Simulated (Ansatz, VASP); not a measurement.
**Two plane-wave programs on BeTe6**

```
Be Te
1.0
     7.50405    0.00000    0.00000
     0.00000    7.50405    0.00000
     0.00000    0.00000    4.52053
Be Te
1 6
Cartesian
  3.7520 3.7520 0.0000
  5.1518 5.1518 3.0585
  2.3523 2.3523 3.0585
  5.1518 2.3523 1.4620
  2.3523 5.1518 1.4620
  3.7520 0.0000 0.0000
  0.0000 3.7520 0.0000
```

Alike in both runs: functional PBE; k mesh 4 × 4 × 8; occupations gaussian, width 0.1 eV; no spin polarisation.

Ansatz relaxed the structure, and its values are those at the end. VASP's run is a single point on that final structure, the one shown.

|  | VASP | Ansatz |
| --- | --- | --- |
| version | VASP 6.6.1 | Ansatz 0.2.0 |
| potentials or method | VASP PAW PBE potentials, release 64 (Be, Te), cutoff 520 eV | scalar-relativistic, plane waves, PAW |
| valence electrons in the cell | 38 | 98 |

```csv
,VASP,Ansatz,Ansatz less VASP
gap on the k mesh at the Fermi level (eV),none,none,-
pressure (GPa),0.0,0.0,0.00
rms of the force components (eV/Å),0.005,0.000,-0.0047
```

A gap of «none» marks a metal or a gap that the smearing closes. VASP's potentials hold 38 valence electrons a cell and Ansatz's 98, so a difference there can come from the potentials and not from the codes.

Neither program's run includes spin-orbit coupling.
